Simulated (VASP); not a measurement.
# InSb3 (Pm-3m) in VASP: notebook

InSb3 is run at these levels: PBEsol; tasks: single point, relaxation of cell and atoms.

Program: VASP 6.6.1. These are calculated values, not measurements. Logs are shortened: lines on timing, memory, paths and dates and some standing lists are left out, and cuts for length are marked.

**1. The cell of the first run**

The structure is cubic, space group Pm-3m (No. 221). Conventional cell: a = 5.393 Å, b = 5.393 Å, c = 5.393 Å, α = 90.00°, β = 90.00°, γ = 90.00°. Within 3.6 Å of In (site symmetry m-3m) lie 6 Sb at 2.70 Å. Within 3.6 Å of Sb (site symmetry 4/mmm) lie 2 In at 2.70 Å.

**2. Single point, PBEsol**

Input file INCAR:

```
SYSTEM = InSb3
PREC = Accurate
ENCUT = 500
EDIFF = 1E-6
ISMEAR = 0
SIGMA = 0.01
LREAL = .False.
LASPH = .True.
NELM = 120
ALGO = Normal
ISIF = 2
LWAVE = .False.
LCHARG = .False.
GGA = PS
NBANDS = 22
GGA_COMPAT = .False.
```

Input file KPOINTS:

```
regular mesh
0
Gamma
  4 4 4
  0 0 0
```

Input file POSCAR:

```
InSb3
1.0
    5.3926276362      0.0000000000      0.0000000000
    0.0000000000      5.3926276362      0.0000000000
    0.0000000000      0.0000000000      5.3926276362
In Sb
1 3
Direct
    0.0000000000      0.0000000000      0.0000000000
    0.5000000000      0.0000000000      0.0000000000
    0.0000000000      0.0000000000      0.5000000000
    0.0000000000      0.5000000000      0.0000000000
```

Potentials or basis: VASP PAW PBE potentials, release 64 (In_d, Sb).

Launch:

```bash
> cat potpaw_PBE.64/In_d/POTCAR potpaw_PBE.64/Sb/POTCAR > POTCAR
> mpirun -np 1 vasp_std > vasp.out
```

OUTCAR:

```text
SYSTEM = InSb3
   PREC = Accurate
   ENCUT = 500
   EDIFF = 1E-6
   ISMEAR = 0
   LREAL = .False.
   LASPH = .True.
   NELM = 120
   ISIF = 2
   GGA = PS

 ion  position               nearest neighbor table
   1  0.000  0.000  0.000-   2 2.70   3 2.70   4 2.70   3 2.70   4 2.70   2 2.70
   2  0.500  0.000  0.000-   1 2.70   1 2.70
   3  0.000  0.000  0.500-   1 2.70   1 2.70
   4  0.000  0.500  0.000-   1 2.70   1 2.70

  LATTYP: Found a simple cubic cell.
 ALAT       =     5.3926276362

  Lattice vectors:

 A1 = (   5.3926276362,   0.0000000000,   0.0000000000)
 A2 = (   0.0000000000,   5.3926276362,   0.0000000000)
 A3 = (   0.0000000000,   0.0000000000,   5.3926276362)

Analysis of symmetry for initial positions (statically):
=====================================================================
 Subroutine PRICEL returns:
 Original cell was already a primitive cell.

 Routine SETGRP: Setting up the symmetry group for a
 simple cubic supercell.

 Subroutine GETGRP returns: Found 48 space group operations
 (whereof 48 operations were pure point group operations)
 out of a pool of 48 trial point group operations.

The static configuration has the point symmetry O_h .

Analysis of symmetry for dynamics (positions and initial velocities):
=====================================================================
 Subroutine PRICEL returns:
 Original cell was already a primitive cell.

 Routine SETGRP: Setting up the symmetry group for a
 simple cubic supercell.

 Subroutine GETGRP returns: Found 48 space group operations
 (whereof 48 operations were pure point group operations)
 out of a pool of 48 trial point group operations.

The dynamic configuration has the point symmetry O_h .

 Subroutine INISYM returns: Found 48 space group operations
 (whereof 48 operations are pure point group operations),
 and found     1 'primitive' translations

----------------------------------------------------------------------------------------

                                     Primitive cell

  volume of cell :     156.8199

  direct lattice vectors                    reciprocal lattice vectors
     5.392627636  0.000000000  0.000000000     0.185438355  0.000000000  0.000000000
     0.000000000  5.392627636  0.000000000     0.000000000  0.185438355  0.000000000
     0.000000000  0.000000000  5.392627636     0.000000000  0.000000000  0.185438355

  length of vectors
     5.392627636  5.392627636  5.392627636     0.185438355  0.185438355  0.185438355

  position of ions in fractional coordinates (direct lattice)
     0.000000000  0.000000000  0.000000000
     0.500000000  0.000000000  0.000000000
     0.000000000  0.000000000  0.500000000
     0.000000000  0.500000000  0.000000000

  ion indices of the primitive-cell ions
   primitive index   ion index
                 1           1
                 2           2
                 3           3
                 4           4

----------------------------------------------------------------------------------------

 KPOINTS: regular mesh

Automatic generation of k-mesh.
 Grid dimensions read from file:
 generate k-points for:    4    4    4

 Generating k-lattice:

  Cartesian coordinates                     Fractional coordinates (reciprocal lattice)
     0.046359589  0.000000000  0.000000000     0.250000000  0.000000000  0.000000000
     0.000000000  0.046359589  0.000000000     0.000000000  0.250000000  0.000000000
     0.000000000  0.000000000  0.046359589     0.000000000  0.000000000  0.250000000

  Length of vectors
     0.046359589  0.046359589  0.046359589

  Shift w.r.t. Gamma in fractional coordinates (k-lattice)
     0.000000000  0.000000000  0.000000000

 Subroutine IBZKPT returns following result:
 ===========================================

 Found     10 irreducible k-points:

 Following reciprocal coordinates:
            Coordinates               Weight
  0.000000  0.000000  0.000000      1.000000
  0.250000  0.000000  0.000000      6.000000
  0.500000  0.000000  0.000000      3.000000
  0.250000  0.250000  0.000000     12.000000
  0.500000  0.250000  0.000000     12.000000
  0.500000  0.500000  0.000000      3.000000
  0.250000  0.250000  0.250000      8.000000
  0.500000  0.250000  0.250000     12.000000
  0.500000  0.500000  0.250000      6.000000
  0.500000  0.500000  0.500000      1.000000
   k-points           NKPTS =     10   k-points in BZ     NKDIM =     10   number of bands    NBANDS=     22
   number of dos      NEDOS =    301   number of ions     NIONS =      4
   total plane-waves  NPLWV =  64000
   dimension x,y,z NGX =    40 NGY =   40 NGZ =   40
   dimension x,y,z NGXF=    80 NGYF=   80 NGZF=   80
   ions per type =               1   3
   NGX,Y,Z   is equivalent  to a cutoff of  12.33, 12.33, 12.33 a.u.
   NGXF,Y,Z  is equivalent  to a cutoff of  24.66, 24.66, 24.66 a.u.
 SYSTEM =  InSb3
   PREC   = accura    normal or accurate (medium, high low for compatibility)
   ISTART =      0    job   : 0-new  1-cont  2-samecut
   ICHARG =      2    charge: 1-file 2-atom 10-const
   ISPIN  =      1    spin polarized calculation?
   LNONCOLLINEAR =      F non collinear calculations
   LSORBIT =      F    spin-orbit coupling
   LASPH  =      T    aspherical Exc in radial PAW
   ENCUT  =  500.0 eV  36.75 Ry    6.06 a.u.   9.83  9.83  9.83*2*pi/ulx,y,z
   NELM   =    120;   NELMIN=  2; NELMDL= -5     # of ELM steps
   EDIFF  = 0.1E-05   stopping-criterion for ELM
   LREAL  =      F    real-space projection
   EDIFFG = 0.1E-04   stopping-criterion for IOM
   NSW    =      0    number of steps for IOM
   IBRION =     -1    ionic relax: 0-MD 1-quasi-New 2-CG
   NFREE  =      0    steps in history (QN), initial steepest desc. (CG)
   ISIF   =      2    stress and relaxation
   ISYM   =      2    0-nonsym 1-usesym 2-fastsym
   POTIM  = 0.5000    time-step for ionic-motion
   TEBEG  =    0.0;   TEEND  =   0.0 temperature during run
   PSTRESS=    0.0 pullay stress
   NELECT =      28.0000    total number of electrons
   NUPDOWN=      -1.0000    fix difference up-down
   EMIN   =  10.00;   EMAX   =-10.00  energy-range for DOS
   EFERMI =   0.00;   METHOD = LEGACY
   ISMEAR =     0;   SIGMA  =   0.01  broadening in eV -4-tet -1-fermi 0-gaus
   EFERMI_NEDOS =   21; number of points for ismear=-14 and -15
   IALGO  =     38    algorithm
   IMIX   =      4    mixing-type and parameters
     AMIX     =   0.40;   BMIX     =  1.00
     AMIX_MAG =   1.60;   BMIX_MAG =  1.00
  volume/ion in A,a.u.               =      39.20       264.57
  Fermi-wavevector in a.u.,A,eV,Ry     =   0.921850  1.742044 11.562340  0.849808
  Thomas-Fermi vector in A             =   2.047312
   LORBIT       =      0    0 simple, 1 ext, 2 COOP (PROOUT), +10 PAW based schemes
   GGA     = PS    functional components
   LHFCALC =     F    Hartree Fock is set to
   AEXX    =    0.0000 exact exchange contribution
   IVDW    =     0    specifies the selected vdW correction
   LEPSILON=     F    determine dielectric tensor
   LRPA    =     F    only Hartree local field effects (RPA)
 non-spin polarized calculation
 Gauss-broadening in eV      SIGMA  =   0.01
  energy-cutoff  :      500.00
  volume of cell :      156.82
 maximum number of plane-waves:      4012
 NGX is ok and might be reduce to    40
   NGX = 19   NGY = 19   NGZ = 19

 number of electron      27.9999991 magnetization

 Free energy of the ion-electron system (eV)
  ---------------------------------------------------
  ext. energy  EPLUGINS =         0.00000000
  ---------------------------------------------------
  free energy    TOTEN  =       -12.35290595 eV

  energy without entropy =      -12.35242388  energy(sigma->0) =      -12.35266492

 E-fermi :   3.7465     XC(G=0):  -8.1904

 val. band max:        3.7434900633   @ k =   0.2500   0.0000   0.0000
 cond. band min:       3.8110185385   @ k =   0.5000   0.2500   0.0000
 fundamental gap:      0.0675284752
 Fermi energy:         3.7465357652

 k-point     1 :       0.0000    0.0000    0.0000
  band No.  band energies     occupation
      1     -11.4297      2.00000
      2     -11.4297      2.00000
      3     -11.1225      2.00000
      4     -11.1225      2.00000
      5     -11.1225      2.00000
      6      -7.6678      2.00000
[... 14 lines left out ...]
     21       8.8358      0.00000
     22       8.8358      0.00000

 k-point     2 :       0.2500    0.0000    0.0000
  band No.  band energies     occupation
      1     -11.4295      2.00000
      2     -11.4150      2.00000
      3     -11.1274      2.00000
      4     -11.1274      2.00000
      5     -11.1225      2.00000
      6      -7.4401      2.00000
[... 14 lines left out ...]
     21       9.8196      0.00000
     22      10.0196      0.00000

 k-point     3 :       0.5000    0.0000    0.0000
  band No.  band energies     occupation
      1     -11.4293      2.00000
      2     -11.4004      2.00000
      3     -11.1322      2.00000
      4     -11.1322      2.00000
      5     -11.1226      2.00000
      6      -7.0669      2.00000
[... 14 lines left out ...]
     21       9.2856      0.00000
     22      11.1710      0.00000

 k-point     4 :       0.2500    0.2500    0.0000
  band No.  band energies     occupation
      1     -11.4224      2.00000
      2     -11.4066      2.00000
      3     -11.1323      2.00000
      4     -11.1274      2.00000
      5     -11.1274      2.00000
      6      -7.2067      2.00000
[... 14 lines left out ...]
     21       9.9736      0.00000
     22      10.1964      0.00000

 k-point     5 :       0.5000    0.2500    0.0000
  band No.  band energies     occupation
      1     -11.4205      2.00000
      2     -11.3930      2.00000
      3     -11.1372      2.00000
      4     -11.1322      2.00000
      5     -11.1274      2.00000
      6      -6.8070      2.00000
[... 14 lines left out ...]
     21       9.9648      0.00000
     22      10.4743      0.00000

 k-point     6 :       0.5000    0.5000    0.0000
  band No.  band energies     occupation
      1     -11.4159      2.00000
      2     -11.3814      2.00000
      3     -11.1422      2.00000
      4     -11.1322      2.00000
      5     -11.1322      2.00000
      6      -6.2706      2.00000
[... 14 lines left out ...]
     21       9.1638      0.00000
     22       9.2656      0.00000

 k-point     7 :       0.2500    0.2500    0.2500
  band No.  band energies     occupation
      1     -11.4065      2.00000
      2     -11.4065      2.00000
      3     -11.1323      2.00000
      4     -11.1323      2.00000
      5     -11.1323      2.00000
      6      -6.9709      2.00000
[... 14 lines left out ...]
     21       9.8702      0.00000
     22       9.8702      0.00000

 k-point     8 :       0.5000    0.2500    0.2500
  band No.  band energies     occupation
      1     -11.4064      2.00000
      2     -11.3905      2.00000
      3     -11.1372      2.00000
      4     -11.1372      2.00000
      5     -11.1323      2.00000
      6      -6.5504      2.00000
[... 14 lines left out ...]
     21       9.8234      0.00000
     22      10.9645      0.00000

 k-point     9 :       0.5000    0.5000    0.2500
  band No.  band energies     occupation
      1     -11.3987      2.00000
      2     -11.3814      2.00000
      3     -11.1422      2.00000
      4     -11.1372      2.00000
      5     -11.1372      2.00000
      6      -5.9963      2.00000
[... 14 lines left out ...]
     21       8.5682      0.00000
     22      11.1560      0.00000

 k-point    10 :       0.5000    0.5000    0.5000
  band No.  band energies     occupation
      1     -11.3814      2.00000
      2     -11.3814      2.00000
      3     -11.1422      2.00000
      4     -11.1422      2.00000
      5     -11.1422      2.00000
      6      -5.4207      2.00000
[... 14 lines left out ...]
     21       7.4856      0.00000
     22      10.2404      0.00000

------------------------ aborting loop because EDIFF is reached ----------------------------------------

  FORCE on cell =-STRESS in cart. coord.  units (eV):
  Direction    XX          YY          ZZ          XY          YZ          ZX
  --------------------------------------------------------------------------------------
  -------------------------------------------------------------------------------------
  Total        4.9290266      4.9290266      4.9290266     -0.0000000      0.0000000     -0.0000000
  in kB       50.3582290     50.3582290     50.3582290     -0.0000000      0.0000000     -0.0000000
  external PRESSURE =      50.3582290 kB  Pullay stress =       0.0000000 kB

 VOLUME and BASIS-vectors are now :
 -----------------------------------------------------------------------------
  energy-cutoff  :      500.00
  volume of cell :      156.82
      direct lattice vectors                 reciprocal lattice vectors
     5.392627636  0.000000000  0.000000000     0.185438355  0.000000000  0.000000000
     0.000000000  5.392627636  0.000000000     0.000000000  0.185438355  0.000000000
     0.000000000  0.000000000  5.392627636     0.000000000  0.000000000  0.185438355

 POSITION                                       TOTAL-FORCE (eV/Angst)
 -----------------------------------------------------------------------------------
      0.00000      0.00000      0.00000         0.000000      0.000000      0.000000
      2.69631      0.00000      0.00000         0.000000      0.000000      0.000000
      0.00000      0.00000      2.69631         0.000000      0.000000      0.000000
      0.00000      2.69631      0.00000         0.000000      0.000000      0.000000
 -----------------------------------------------------------------------------------
    total drift:                               -0.000000     -0.000000     -0.000000

  FREE ENERGIE OF THE ION-ELECTRON SYSTEM (eV)
  ---------------------------------------------------
  free  energy   TOTEN  =       -12.3529059526 eV

  energy  without entropy=      -12.3524238829  energy(sigma->0) =      -12.35266492
```

It took 59 s on 1 thread of Intel Xeon 8259CL, shared host; peak memory 0.25 GiB.

Results:

* Free energy: -12.3529 eV
* Pressure: 5.0 GPa
* Band gap on the k mesh: zero (band 14 reaches 5.21 eV, above the bottom of band 15 at 3.23 eV)

Caveat: the PAW data sets were made with another functional, which shifts forces and pressure a little; spin-orbit coupling is left out, which moves the levels of the heavy elements.

**3. Single point, PBEsol**

This run uses another cell than the first one, of 44.30 Å³/atom, 1.130 times its volume.

Input file INCAR:

```
SYSTEM = InSb3
ALGO     = Normal         ! electronic algorithm
EDIFF    = 1E-6           ! SCF threshold, eV
ENCUT    = 500            ! plane-wave cutoff, eV
GGA      = PS             ! functional
GGA_COMPAT= .False.      
ISIF     = 2              ! what is computed and relaxed
ISMEAR   = 0              ! smearing method
LASPH    = .True.         ! aspherical terms in the spheres
LCHARG   = .False.        ! write CHGCAR
LREAL    = .False.        ! projectors in reciprocal space
LWAVE    = .False.        ! write WAVECAR
NBANDS   = 22             ! bands
NELM     = 120            ! most SCF steps
PREC     = Accurate       ! precision mode
SIGMA    = 0.01           ! smearing width, eV
```

Input file KPOINTS:

```
k-points
0
Gamma
  4 4 4
  0 0 0
```

Input file POSCAR:

```
InSb3
1.0
    5.6167934163      0.0000000000      0.0000000000
    0.0000000000      5.6167934163      0.0000000000
    0.0000000000      0.0000000000      5.6167934163
In Sb
1 3
Direct
    0.0000000000      0.0000000000      0.0000000000
    0.5000000000      0.0000000000      0.0000000000
    0.0000000000      0.0000000000      0.5000000000
    0.0000000000      0.5000000000      0.0000000000
```

Potentials or basis: VASP PAW PBE potentials, release 64 (In_d, Sb).

Launch:

```bash
> cat potpaw_PBE.64/In_d/POTCAR potpaw_PBE.64/Sb/POTCAR > POTCAR
> mpirun -np 1 vasp_std > vasp.out
```

Wall time 78 s (1 thread of Intel Xeon 8259CL, shared host); peak memory 0.26 GiB.

The run converged. Its results:

```
Free energy            : -12.6400 eV
Pressure               : 0.0 GPa
Band gap on the k mesh : zero (band 14 reaches 3.83 eV, above the bottom of band 15 at 2.31 eV)
```

Levels at points of the mesh, in eV from the Fermi level:
| k point | band 11 | band 12 | band 13 | band 14 | band 15 | band 16 | band 17 | band 18 |
| --- | --- | --- | --- | --- | --- | --- | --- | --- |
| (0.00, 0.00, 0.00) | -3.80 | -1.96 | 0.28 | 0.28 | 0.28 | 0.70 | 0.70 | 0.70 |
| (0.50, 0.00, 0.00) | -3.49 | -1.04 | -0.54 | -0.54 | -0.25 | 0.57 | 0.57 | 2.72 |
| (0.50, 0.50, 0.00) | -2.26 | -0.62 | -0.62 | -0.47 | -0.47 | 1.00 | 1.87 | 3.62 |
| (0.50, 0.50, 0.50) | -2.16 | -2.16 | 1.05 | 1.05 | 1.90 | 1.90 | 1.90 | 3.28 |

Caveat: the PAW data sets were made with another functional, which shifts forces and pressure a little; spin-orbit coupling is left out, which moves the levels of the heavy elements.

**4. Relaxation of cell and atoms, PBEsol**

This run uses another cell than the first one, of 36.18 Å³/atom, 0.923 times its volume.

Input file INCAR:

```
PREC     = Accurate       # precision mode
ENCUT    = 500            # plane-wave cutoff, eV
EDIFF    = 1E-7           # SCF threshold, eV
ISMEAR   = 0              # smearing method
SIGMA    = 0.01           # smearing width, eV
LREAL    = F              # projectors in reciprocal space
LASPH    = T              # aspherical terms in the spheres
NELM     = 120            # most SCF steps
ALGO     = Normal         # electronic algorithm
ISIF     = 3              # what is computed and relaxed
LWAVE    = F              # write WAVECAR
LCHARG   = F              # write CHGCAR
GGA      = PS             # functional
IBRION   = 2              # ionic algorithm
NSW      = 80             # ionic steps
EDIFFG   = -0.01          # ionic threshold
GGA_COMPAT= F            
NELMIN   = 4
```

Input file KPOINTS:

```
regular mesh
0
Gamma
  4 4 4
```

Input file POSCAR:

```
InSb3
1.0
    5.2500000000      0.0000000000      0.0000000000
    0.0000000000      5.2500000000      0.0000000000
    0.0000000000      0.0000000000      5.2500000000
In Sb
1 3
Direct
    0.0000000000      0.0000000000      0.0000000000
    0.5000000000      0.0000000000      0.0000000000
    0.0000000000      0.0000000000      0.5000000000
    0.0000000000      0.5000000000      0.0000000000
```

Launch:

```bash
> cat potpaw_PBE.64/In_d/POTCAR potpaw_PBE.64/Sb/POTCAR > POTCAR
> mpirun -np 1 vasp_std > vasp.out
```

It took 3.9 min on 1 thread of Intel Xeon 8259CL, shared host; peak memory 0.25 GiB.

Results (log left out):

* Free energy: -12.6385 eV
* Relaxed volume: 44.31 Å³/atom
* Relaxed cell: a = 5.617 Å, b = 5.617 Å, c = 5.617 Å, α = 90.00°, β = 90.00°, γ = 90.00°
* Space group after relaxing (to 0.05 Å): Pm-3m (No. 221)
* Energy gained by relaxing: 211.4 meV/atom
* Ionic steps: 5
* Pressure after relaxing: 0.0 GPa
* Band gap on the k mesh: zero (band 14 reaches 3.83 eV, above the bottom of band 15 at 2.31 eV)

The path:
```csv
step,energy change (eV),largest force (eV/Å),pressure (GPa),volume (Å³)
1,0.0000,0.0000,10.09,144.70
2,-0.6604,0.0000,-2.60,197.83
3,-0.8455,0.0000,0.05,177.00
4,-0.8455,0.0000,-0.07,177.69
5,-0.8456,0.0000,0.01,177.24
```

Final structure:
```
CELL_PARAMETERS angstrom
5.61716 0.00000 0.00000
0.00000 5.61716 0.00000
0.00000 0.00000 5.61716
ATOMIC_POSITIONS crystal
In 0.00000 0.00000 0.00000
Sb 0.50000 0.00000 0.00000
Sb 0.00000 0.00000 0.50000
Sb 0.00000 0.50000 0.00000
```

Levels at points of the mesh, in eV from the Fermi level:
```tsv
k point	band 11	band 12	band 13	band 14	band 15	band 16	band 17	band 18
(0.00, 0.00, 0.00)	-3.80	-1.96	0.28	0.28	0.28	0.70	0.70	0.70
(0.50, 0.00, 0.00)	-3.49	-1.04	-0.54	-0.54	-0.25	0.57	0.57	2.72
(0.50, 0.50, 0.00)	-2.26	-0.62	-0.62	-0.47	-0.47	1.00	1.87	3.61
(0.50, 0.50, 0.50)	-2.16	-2.16	1.05	1.05	1.89	1.89	1.89	3.37
```

Caveat: the volume moved by over 15 % at a fixed basis, so the end points are rough; the PAW data sets were made with another functional, which shifts forces and pressure a little; spin-orbit coupling is left out, which moves the levels of the heavy elements.

[end of part 1 of 2]
